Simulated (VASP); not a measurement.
Input of a VASP 6.6.1 run:

INCAR

```
SYSTEM = Nb2PdSe5
PREC = Accurate
ENCUT = 500
EDIFF = 1E-6
ISMEAR = 0
SIGMA = 0.02
LREAL = .FALSE.
LASPH = .TRUE.
NELM = 120
ALGO = Normal
ISIF = 2
LWAVE = .FALSE.
LCHARG = .TRUE.
GGA = PE
LELF = .TRUE.
LVHAR = .TRUE.
NBANDS = 43
GGA_COMPAT = .FALSE.
```

The input KPOINTS:

```
Automatic mesh
0
G
  6 6 4
  0 0 0
```

Contents of POSCAR:

```
Nb2PdSe5
1.0
    6.9069608147      0.0000000000      0.0000000000
   -3.4534804074      5.9816035285      0.0000000000
    0.0000000000      0.0000000000      7.2302435451
Nb Pd Se
2 1 5
Direct
    0.3333333333      0.6666666667      0.7563779584
    0.6666666667      0.3333333333      0.7563779584
    0.0000000000      0.0000000000      0.7880932325
    0.3333333333      0.6666666667      0.4401530178
    0.6666666667      0.3333333333      0.4401530178
    0.3380304662      0.0000000000      0.8985216484
    0.0000000000      0.3380304662      0.8985216484
    0.6619695338      0.6619695338      0.8985216484
```

Potentials or basis: VASP PAW PBE potentials, release 64 (Nb_sv, Pd, Se).

Command:

```console
$ cat potpaw_PBE.64/Nb_sv/POTCAR potpaw_PBE.64/Pd/POTCAR potpaw_PBE.64/Se/POTCAR > POTCAR
$ mpirun -np 1 vasp_std > vasp.out
```

**Question.** What does it give for the band gap on the k mesh?

**Answer.** 0.72 eV (least direct gap 0.82 eV).

**Question.** Estimate the largest force.

**Answer.** 0.012 eV/Å.

**Question.** Predict the pressure.

**Answer.** -0.1 GPa.

Forces on the atoms (eV/Å):
```
Nb   0.000  0.000  0.008
Nb   0.000  0.000  0.008
Pd   0.000  0.000 -0.012
Se   0.000  0.000 -0.004
Se   0.000  0.000 -0.004
Se   0.012  0.000  0.001
Se  -0.006  0.010  0.001
Se  -0.006 -0.010  0.001
```

A k mesh can miss the band edges.
